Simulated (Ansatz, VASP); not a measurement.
MoS2 in VASP and in Ansatz

File INCAR:

```
SYSTEM = MoS2
ALGO = Normal ; EDIFF = 1E-6
ENCUT = 520 ; ISIF = 2
ISMEAR = -1 ; LASPH = .TRUE.
LCHARG = .TRUE. ; LELF = .TRUE.
LREAL = .FALSE. ; LVHAR = .TRUE.
LWAVE = .FALSE. ; NBANDS = 35
NELM = 80 ; PREC = Accurate
SIGMA = 0.03
```

The input KPOINTS:

```
k-points
0
G
  10 10 3
  0 0 0
```

The input POSCAR:

```
MoS2
1.0
    3.1293915856      0.0000000000      0.0000000000
   -1.5646957928      2.7101326115      0.0000000000
    0.0000000000      0.0000000000     12.2950000000
Mo S
2 4
Direct
    0.3333333333      0.6666666667      0.2500000000
    0.6666666667      0.3333333333      0.7500000000
    0.3333333333      0.6666666667      0.6275000000
    0.6666666667      0.3333333333      0.1275000000
    0.3333333333      0.6666666667      0.8725000000
    0.6666666667      0.3333333333      0.3725000000
```

Input for Ansatz:

```yaml
crystal:
  lattice:
    - [3.1293915856, 0.0, 0.0]
    - [-1.5646957928, 2.7101326115, 0.0]
    - [0.0, 0.0, 12.295]
  atoms:
    - { symbol: Mo, position: [0.3333333333, 0.6666666667, 0.25] }
    - { symbol: Mo, position: [0.6666666667, 0.3333333333, 0.75] }
    - { symbol: S, position: [0.3333333333, 0.6666666667, 0.6275] }
    - { symbol: S, position: [0.6666666667, 0.3333333333, 0.1275] }
    - { symbol: S, position: [0.3333333333, 0.6666666667, 0.8725] }
    - { symbol: S, position: [0.6666666667, 0.3333333333, 0.3725] }
kpoints:
  mp_grid: { grid: [10, 10, 3] }
  band_path:
    path:
      - [0.0, 0.0, 0.0]
      - [0.5, 0.0, 0.0]
      - [0.3333333333, 0.3333333333, 0.0]
      - [0.0, 0.0, 0.0]
      - [0.0, 0.0, 0.5]
      - [0.5, 0.0, 0.5]
      - [0.3333333333, 0.3333333333, 0.5]
      - [0.0, 0.0, 0.5]
      - [0.5, 0.0, 0.5]
    npoints: 5
scf:
  occupations: { method: fermi_dirac, width: 0.03 }
hamiltonian:
  xc: lda
  pseudopotentials: { kind: all_electron, lapw: { basis_error: 0.001 } }
output:
  forces: true
  stress: true
  eigenvalues: true
```

Change from the starting cell: equal xx and yy strain of -1 %.

Alike in both runs: task single point; functional LDA; k mesh 10 × 10 × 3; occupations fermi-dirac, width 0.03 eV; no spin polarisation.

```csv
,VASP,Ansatz
version,VASP 6.6.1,Ansatz 0.2.0
potentials or method,"VASP PAW LDA potentials, release 64 (Mo_sv, S), cutoff 520 eV","all-electron LAPW, scalar-relativistic"
```

|  | VASP | Ansatz | Ansatz less VASP |
| --- | --- | --- | --- |
| pressure (GPa) | 4.5 | 4.4 | -0.04 |
| traceless stress, the component that is largest in VASP (GPa) | 3.68 | 3.73 | +0.048 |
| rms of the force components (eV/Å) | 0.473 | 0.470 | -0.0039 |

LDA's correlation is that of Perdew and Zunger in VASP and of Perdew and Wang (1992) in Ansatz. Atom by atom the forces differ by 0.004 eV/Å (rms over components). Ansatz ran all-electron here, and VASP with PAW potentials.
